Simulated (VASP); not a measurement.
Write the native input for VASP 6.6.1 that does the following.

```yaml
Task: relaxation of cell and atoms
Functional: PBE
Potentials_or_basis: VASP PAW PBE potentials, release 64 (Sr_sv)
Cutoff: 600 eV
k_mesh: 6 × 6 × 6
Occupations: fermi-dirac, width 0.02 eV
Spin: no spin polarisation
Dipole_correction: no
Further_INCAR_settings: ALGO = Normal; EDIFF = 1e-06; IBRION = 2; EDIFFG = -0.02; NSW = 80; ISIF = 3
```

The structure of Sr lies in POSCAR:

```
Sr
1.0
    0.0000000000      3.0423500000      3.0423500000
    3.0423500000      0.0000000000      3.0423500000
    3.0423500000      3.0423500000      0.0000000000
Sr
1
Direct
    0.0000000000      0.0000000000      0.0000000000
```

One way to write it, as run:

INCAR

```
PREC = Accurate
ENCUT = 600
EDIFF = 1E-6
ISMEAR = -1
SIGMA = 0.02
LREAL = F
LASPH = T
NELM = 100
ALGO = Normal
ISIF = 3
LWAVE = F
LCHARG = F
GGA = PE
IBRION = 2
NSW = 80
EDIFFG = -0.02
```

KPOINTS

```
Automatic mesh
0
Gamma
  6 6 6
```

Potentials or basis: VASP PAW PBE potentials, release 64 (Sr_sv).

Run with:

```console
$ cat potpaw_PBE.64/Sr_sv/POTCAR > POTCAR
$ mpirun -np 1 vasp_std > vasp.out
```

It gave:

```
Relaxed volume                        : 54.68 Å³/atom
Relaxed cell                          : a = 4.260 Å, b = 4.260 Å, c = 4.260 Å, α = 60.00°, β = 60.00°, γ = 60.00°
Space group after relaxing (to 0.1 Å) : Fm-3m (No. 225)
Energy gained by relaxing             : 1.3 meV/atom
Ionic steps                           : 3
Pressure after relaxing               : 0.0 GPa
```

Run time: 43 s on 1 thread of Intel Xeon 8259CL, with other jobs on the host, peak memory 0.21 GiB.
